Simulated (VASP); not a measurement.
# Hf (P6_3/mmc) in VASP: a series of runs, part 2 of 2

VASP 6.6.1. The steps go on from the part before.

## 3. Single point, PBEsol (strain +0.1312 x Voigt [0, 0, 1, 0, 0, 0])

Input file INCAR:

```
SYSTEM = Hf
  PREC = Accurate
  ENCUT = 520
  EDIFF = 1E-6
  ISMEAR = 0
  SIGMA = 0.15
  LREAL = .False.
  LASPH = .True.
  NELM = 80
  ALGO = Fast
  ISIF = 2
  LWAVE = .False.
  LCHARG = .False.
  GGA = PS
  NBANDS = 17
```

Input file KPOINTS:

```
regular mesh
0
Gamma
  18 18 10
  0 0 0
```

Input file POSCAR:

```
Hf
1.0
    3.1966985242      0.0000000000      0.0000000000
   -1.5983492621      2.7684221302      0.0000000000
    0.0000000000      0.0000000000      5.7213833600
Hf
2
Direct
    0.3333333333      0.6666666667      0.2500000000
    0.6666666667      0.3333333333      0.7500000000
```

Potentials or basis: VASP PAW PBE potentials, release 64 (Hf_pv).

On the command line:

```sh
$ cat potpaw_PBE.64/Hf_pv/POTCAR > POTCAR
$ mpirun -np 1 vasp_std > vasp.out
```

OUTCAR:

```text
SYSTEM = Hf
   PREC = Accurate
   ENCUT = 520
   EDIFF = 1E-6
   ISMEAR = 0
   LREAL = .False.
   LASPH = .True.
   NELM = 80
   ISIF = 2
   GGA = PS

 ion  position               nearest neighbor table
   1  0.333  0.667  0.250-   2 3.40   2 3.40   2 3.40   2 3.40   2 3.40   2 3.40
   2  0.667  0.333  0.750-   1 3.40   1 3.40   1 3.40   1 3.40   1 3.40   1 3.40

  LATTYP: Found a hexagonal cell.
 ALAT       =     3.1966985242
 C/A-ratio  =     1.7897788348

  Lattice vectors:

 A1 = (   3.1966985242,   0.0000000000,   0.0000000000)
 A2 = (  -1.5983492621,   2.7684221302,   0.0000000000)
 A3 = (   0.0000000000,   0.0000000000,   5.7213833600)

Analysis of symmetry for initial positions (statically):
=====================================================================
 Subroutine PRICEL returns:
 Original cell was already a primitive cell.

 Routine SETGRP: Setting up the symmetry group for a
 hexagonal supercell.

 Subroutine GETGRP returns: Found 24 space group operations
 (whereof 12 operations were pure point group operations)
 out of a pool of 24 trial point group operations.

The static configuration has the point symmetry D_3d.
 The point group associated with its full space group is D_6h.

Analysis of symmetry for dynamics (positions and initial velocities):
=====================================================================
 Subroutine PRICEL returns:
 Original cell was already a primitive cell.

 Routine SETGRP: Setting up the symmetry group for a
 hexagonal supercell.

 Subroutine GETGRP returns: Found 24 space group operations
 (whereof 12 operations were pure point group operations)
 out of a pool of 24 trial point group operations.

The dynamic configuration has the point symmetry D_3d.
 The point group associated with its full space group is D_6h.

 Subroutine INISYM returns: Found 24 space group operations
 (whereof 12 operations are pure point group operations),
 and found     1 'primitive' translations

----------------------------------------------------------------------------------------

                                     Primitive cell

  volume of cell :      50.6332

  direct lattice vectors                    reciprocal lattice vectors
     3.196698524  0.000000000  0.000000000     0.312822743  0.180608295  0.000000000
    -1.598349262  2.768422130  0.000000000     0.000000000  0.361216589  0.000000000
     0.000000000  0.000000000  5.721383360     0.000000000  0.000000000  0.174782904

  length of vectors
     3.196698524  3.196698524  5.721383360     0.361216589  0.361216589  0.174782904

  position of ions in fractional coordinates (direct lattice)
     0.333333333  0.666666667  0.250000000
     0.666666667  0.333333333  0.750000000

  ion indices of the primitive-cell ions
   primitive index   ion index
                 1           1
                 2           2

----------------------------------------------------------------------------------------

 KPOINTS: regular mesh

Automatic generation of k-mesh.
 Grid dimensions read from file:
 generate k-points for:   18   18   10

 Generating k-lattice:

  Cartesian coordinates                     Fractional coordinates (reciprocal lattice)
     0.017379041  0.010033794  0.000000000     0.055555556  0.000000000  0.000000000
     0.000000000  0.020067588  0.000000000     0.000000000  0.055555556  0.000000000
     0.000000000  0.000000000  0.017478290     0.000000000  0.000000000  0.100000000

  Length of vectors
     0.020067588  0.020067588  0.017478290

  Shift w.r.t. Gamma in fractional coordinates (k-lattice)
     0.000000000  0.000000000  0.000000000

 Subroutine IBZKPT returns following result:
 ===========================================

 Found    222 irreducible k-points:

 Following reciprocal coordinates:
            Coordinates               Weight
  0.000000  0.000000  0.000000      1.000000
  0.055556  0.000000  0.000000      6.000000
  0.111111  0.000000  0.000000      6.000000
  0.166667 -0.000000  0.000000      6.000000
  0.222222 -0.000000  0.000000      6.000000
  0.277778 -0.000000  0.000000      6.000000
[... 16 lines left out ...]
  0.333333  0.111111  0.000000     12.000000
  0.388889  0.111111  0.000000     12.000000
 [... further k-points ...]
   k-points           NKPTS =    222   k-points in BZ     NKDIM =    222   number of bands    NBANDS=     17
   number of dos      NEDOS =    301   number of ions     NIONS =      2
   total plane-waves  NPLWV =  27648
   dimension x,y,z NGX =    24 NGY =   24 NGZ =   48
   dimension x,y,z NGXF=    48 NGYF=   48 NGZF=   96
   ions per type =               2
   NGX,Y,Z   is equivalent  to a cutoff of  12.48, 12.48, 13.95 a.u.
   NGXF,Y,Z  is equivalent  to a cutoff of  24.96, 24.96, 27.89 a.u.
 SYSTEM =  Hf
   PREC   = accura    normal or accurate (medium, high low for compatibility)
   ISTART =      0    job   : 0-new  1-cont  2-samecut
   ICHARG =      2    charge: 1-file 2-atom 10-const
   ISPIN  =      1    spin polarized calculation?
   LNONCOLLINEAR =      F non collinear calculations
   LSORBIT =      F    spin-orbit coupling
   LASPH  =      T    aspherical Exc in radial PAW
   ENCUT  =  520.0 eV  38.22 Ry    6.18 a.u.   5.94  5.94 10.64*2*pi/ulx,y,z
   NELM   =     80;   NELMIN=  2; NELMDL= -5     # of ELM steps
   EDIFF  = 0.1E-05   stopping-criterion for ELM
   LREAL  =      F    real-space projection
   EDIFFG = 0.1E-04   stopping-criterion for IOM
   NSW    =      0    number of steps for IOM
   IBRION =     -1    ionic relax: 0-MD 1-quasi-New 2-CG
   NFREE  =      0    steps in history (QN), initial steepest desc. (CG)
   ISIF   =      2    stress and relaxation
   ISYM   =      2    0-nonsym 1-usesym 2-fastsym
   POTIM  = 0.5000    time-step for ionic-motion
   TEBEG  =    0.0;   TEEND  =   0.0 temperature during run
   PSTRESS=    0.0 pullay stress
   NELECT =      20.0000    total number of electrons
   NUPDOWN=      -1.0000    fix difference up-down
   EMIN   =  10.00;   EMAX   =-10.00  energy-range for DOS
   EFERMI =   0.00;   METHOD = LEGACY
   ISMEAR =     0;   SIGMA  =   0.15  broadening in eV -4-tet -1-fermi 0-gaus
   EFERMI_NEDOS =   21; number of points for ismear=-14 and -15
   IALGO  =     68    algorithm
   IMIX   =      4    mixing-type and parameters
     AMIX     =   0.40;   BMIX     =  1.00
     AMIX_MAG =   1.60;   BMIX_MAG =  1.00
  volume/ion in A,a.u.               =      25.32       170.84
  Fermi-wavevector in a.u.,A,eV,Ry     =   1.201176  2.269893 19.630795  1.442823
  Thomas-Fermi vector in A             =   2.336992
   LORBIT       =      0    0 simple, 1 ext, 2 COOP (PROOUT), +10 PAW based schemes
   GGA     = PS    functional components
   LHFCALC =     F    Hartree Fock is set to
   AEXX    =    0.0000 exact exchange contribution
   IVDW    =     0    specifies the selected vdW correction
   LEPSILON=     F    determine dielectric tensor
   LRPA    =     F    only Hartree local field effects (RPA)
 non-spin polarized calculation
 RMM-DIIS sequential band-by-band and
 Gauss-broadening in eV      SIGMA  =   0.15
  energy-cutoff  :      520.00
  volume of cell :       50.63
 maximum number of plane-waves:      1392
 NGX is ok and might be reduce to    24
   NGX = 11   NGY = 11   NGZ = 21

 number of electron      20.0000005 magnetization

 Free energy of the ion-electron system (eV)
  ---------------------------------------------------
  ext. energy  EPLUGINS =         0.00000000
  ---------------------------------------------------
  free energy    TOTEN  =       -20.49321904 eV

  energy without entropy =      -20.46865610  energy(sigma->0) =      -20.48093757

 E-fermi :   3.9170     XC(G=0): -10.8289

 val. band max:        3.9129634741   @ k =   0.1111   0.1111   0.0000
 cond. band min:       3.9210204775   @ k =   0.1667   0.0556   0.1000
 fundamental gap:      0.0080570034
 Fermi energy:         3.9170253949

 k-point     1 :       0.0000    0.0000    0.0000
  band No.  band energies     occupation
      1     -27.1231      2.00000
      2     -26.7135      2.00000
      3     -26.6052      2.00000
      4     -26.6052      2.00000
      5     -26.5633      2.00000
      6     -26.5633      2.00000
[... 9 lines left out ...]
     16       7.1499      0.00000
     17       8.7851      0.00000
[... 441 lines left out ...]
 k-point    24 :       0.3889    0.1111    0.0000
  band No.  band energies     occupation
      1     -27.1214      2.00000
      2     -27.0688      2.00000
      3     -26.9077      2.00000
      4     -26.7849      2.00000
      5     -26.7753      2.00000
      6     -26.7150      2.00000
[... 9 lines left out ...]
     16       8.8804      0.00000
     17      10.3250      0.00000

 [... further k-points ...]
[... 5 lines left out ...]
  --------------------------------------------------------------------------------------
  -------------------------------------------------------------------------------------
  Total       -3.2631299     -3.2631299     -6.4550472      0.0000000      0.0000000      0.0000000
  in kB     -103.2547187   -103.2547187   -204.2560670      0.0000000      0.0000000      0.0000000
  external PRESSURE =    -136.9218348 kB  Pullay stress =       0.0000000 kB

 VOLUME and BASIS-vectors are now :
 -----------------------------------------------------------------------------
  energy-cutoff  :      520.00
  volume of cell :       50.63
      direct lattice vectors                 reciprocal lattice vectors
     3.196698524  0.000000000  0.000000000     0.312822743  0.180608295  0.000000000
    -1.598349262  2.768422130  0.000000000     0.000000000  0.361216589  0.000000000
     0.000000000  0.000000000  5.721383360     0.000000000  0.000000000  0.174782904

 POSITION                                       TOTAL-FORCE (eV/Angst)
 -----------------------------------------------------------------------------------
     -0.00000      1.84561      1.43035        -0.000000      0.000000      0.000000
      1.59835      0.92281      4.29104         0.000000     -0.000000      0.000000
 -----------------------------------------------------------------------------------
    total drift:                               -0.000000      0.000000     -0.000000

  FREE ENERGIE OF THE ION-ELECTRON SYSTEM (eV)
  ---------------------------------------------------
  free  energy   TOTEN  =       -20.4932190392 eV

  energy  without entropy=      -20.4686561041  energy(sigma->0) =      -20.48093757
```

OSZICAR:

```text
N       E                     dE             d eps       ncg     rms          rms(c)
DAV:   1     0.473904750750E+02    0.47390E+02   -0.11317E+04  7604   0.110E+03
DAV:   2    -0.194043067995E+02   -0.66795E+02   -0.65253E+02  9699   0.242E+02
DAV:   3    -0.213856684738E+02   -0.19814E+01   -0.19622E+01 10072   0.272E+01
DAV:   4    -0.214048693275E+02   -0.19201E-01   -0.19186E-01  9653   0.322E+00
DAV:   5    -0.214051003521E+02   -0.23102E-03   -0.23095E-03 10218   0.309E-01    0.574E+01
RMM:   6    -0.207191758298E+02    0.68592E+00   -0.59093E-01  7587   0.436E+00    0.343E+01
RMM:   7    -0.205071214304E+02    0.21205E+00   -0.14184E+00  9082   0.664E+00    0.209E+00
RMM:   8    -0.204918427814E+02    0.15279E-01   -0.13424E-01  8186   0.236E+00    0.528E-01
RMM:   9    -0.204930843342E+02   -0.12416E-02   -0.20997E-02 10960   0.862E-01    0.645E-01
RMM:  10    -0.204934524292E+02   -0.36809E-03   -0.24839E-03 10500   0.343E-01    0.154E+00
RMM:  11    -0.204932320532E+02    0.22038E-03   -0.36717E-04  9295   0.139E-01    0.159E-01
RMM:  12    -0.204932171851E+02    0.14868E-04   -0.94232E-05  9867   0.588E-02    0.938E-02
RMM:  13    -0.204932203341E+02   -0.31490E-05   -0.15387E-05 10046   0.223E-02    0.593E-02
RMM:  14    -0.204932189432E+02    0.13909E-05   -0.10681E-05  9070   0.206E-02    0.368E-03
RMM:  15    -0.204932190392E+02   -0.96050E-07   -0.19263E-06  7274   0.933E-03
   1 F= -.20493219E+02 E0= -.20480938E+02  d E =-.245629E-01
```

stdout:

```text
POSCAR found type information on POSCAR Hf
 POSCAR found :  1 types and       2 ions
 scaLAPACK will be used
 -----------------------------------------------------------------------------
|                                                                             |
|                                                                             |
|     You enforced a specific xc type in the INCAR file but a different       |
|     I HOPE YOU KNOW WHAT YOU ARE DOING!                                     |
|                                                                             |
 -----------------------------------------------------------------------------

 LDA part: xc-table for (Slater+PW92), standard interpolation
 POSCAR, INCAR and KPOINTS ok, starting setup
 FFT: planning ... GRIDC
 FFT: planning ... GRID_SOFT
 FFT: planning ... GRID
 WAVECAR not read
 entering main loop
```

Run time: 2.6 min. Hardware: 1 thread of Intel Xeon 6975P-C, shared host; peak memory 0.29 GiB.

Results:

* Free energy: -20.4932 eV
* Pressure: -13.7 GPa
* Band gap on the k mesh: zero (band 10 reaches 4.30 eV, above the bottom of band 11 at 3.60 eV)

Levels at points of the mesh, in eV from the Fermi level:
```
           k point  band 7  band 8  band 9  band 10  band 11  band 12  band 13  band 14
(0.00, 0.00, 0.00)   -6.92   -3.79   -0.46     0.37     1.34     1.34     1.78     1.78
(0.50, 0.00, 0.00)   -2.99   -2.41   -1.95    -0.43     0.26     0.91     1.57     5.15
(0.00, 0.00, 0.50)   -5.47   -5.47   -0.36    -0.36     1.39     1.39     1.39     1.39
(0.50, 0.00, 0.50)   -2.99   -2.99   -1.06    -1.06     1.01     1.01     2.88     2.88
```

Caveat: the cell differs from its parent crystal (strain +0.1312 x Voigt [0, 0, 1, 0, 0, 0]); the PAW data sets were made with another functional, which shifts forces and pressure a little; spin-orbit coupling is left out, which moves the levels of the heavy elements.

## 4. Single point, PBEsol (strain +0.1500 x Voigt [0, 0, 1, 0, 0, 0])

Input file INCAR:

```
  PREC = Accurate
  ENCUT = 520
  EDIFF = 1E-7
  ISMEAR = 0
  SIGMA = 0.15
  LREAL = F
  LASPH = T
  NELM = 100
  ALGO = Fast
  ISIF = 2
  LWAVE = F
  LCHARG = T
  GGA = PS
  LELF = T
  LVHAR = T
  NBANDS = 17
```

Input file KPOINTS:

```
Automatic mesh
0
Gamma
  18 18 10
```

Edit POSCAR of step 3 so:

```diff
@@ -4,3 +4,3 @@
    -1.5983492621      2.7684221302      0.0000000000
-    0.0000000000      0.0000000000      5.7213833600
+    0.0000000000      0.0000000000      5.8164700000
 Hf
```

On the command line:

```sh
$ cat potpaw_PBE.64/Hf_pv/POTCAR > POTCAR
$ mpirun -np 1 vasp_std > vasp.out
```

Run time: 3.5 min. Hardware: 1 thread of Intel Xeon 6975P-C, shared host; peak memory 0.29 GiB.

It converged, with:

```
Free energy            : -20.3833 eV
Pressure               : -14.5 GPa
Band gap on the k mesh : zero (band 10 reaches 4.12 eV, above the bottom of band 11 at 3.51 eV)
```

Stress tensor (GPa, compression positive):
```
-11.06   0.00   0.00
  0.00 -11.06   0.00
  0.00   0.00 -21.41
```

Levels at points of the mesh, in eV from the Fermi level:
```csv
k point,band 6,band 7,band 8,band 9,band 10,band 11,band 12,band 13,band 14,band 15
"(0.00, 0.00, 0.00)",-30.51,-6.86,-3.82,-0.56,0.25,1.36,1.36,1.76,1.76,3.30
"(0.50, 0.00, 0.00)",-30.63,-2.94,-2.38,-1.90,-0.38,0.20,0.84,1.66,5.01,5.28
"(0.00, 0.00, 0.50)",-30.53,-5.47,-5.47,-0.42,-0.42,1.41,1.41,1.41,1.41,4.28
"(0.50, 0.00, 0.50)",-30.66,-2.94,-2.94,-1.06,-1.06,1.00,1.00,2.90,2.90,4.67
```

Caveat: the cell differs from its parent crystal (strain +0.1500 x Voigt [0, 0, 1, 0, 0, 0]); the PAW data sets were made with another functional, which shifts forces and pressure a little; spin-orbit coupling is left out, which moves the levels of the heavy elements.

## 5. Summary

| cell | further INCAR settings | gap on the mesh (eV) | pressure (GPa) |
| --- | --- | --- | --- |
| a = 3.197, b = 3.197, c = 5.627 Å, angles 90.0, 90.0, 120.0°, 2 atoms | ALGO = Fast; EDIFF = 1e-06; NBANDS = 17 | none | -12.8 |
| a = 3.197, b = 3.197, c = 5.721 Å, angles 90.0, 90.0, 120.0°, 2 atoms | ALGO = Fast; EDIFF = 1e-06; NBANDS = 17 | none | -13.7 |
| a = 3.197, b = 3.197, c = 5.816 Å, angles 90.0, 90.0, 120.0°, 2 atoms | ALGO = Fast; EDIFF = 1e-07; NBANDS = 17 | none | -14.5 |

Alike in all rows: task single point; level PBEsol; potentials or basis VASP PAW PBE potentials, release 64 (Hf_pv); no spin polarisation; k mesh 18 × 18 × 10; cutoff (eV) 520; smearing gaussian 0.15 eV.

Caveats: the PAW data sets were made with another functional, which shifts forces and pressure a little; spin-orbit coupling is left out, which moves the levels of the heavy elements.

Absolute energies hang on the potentials; compare differences alone.
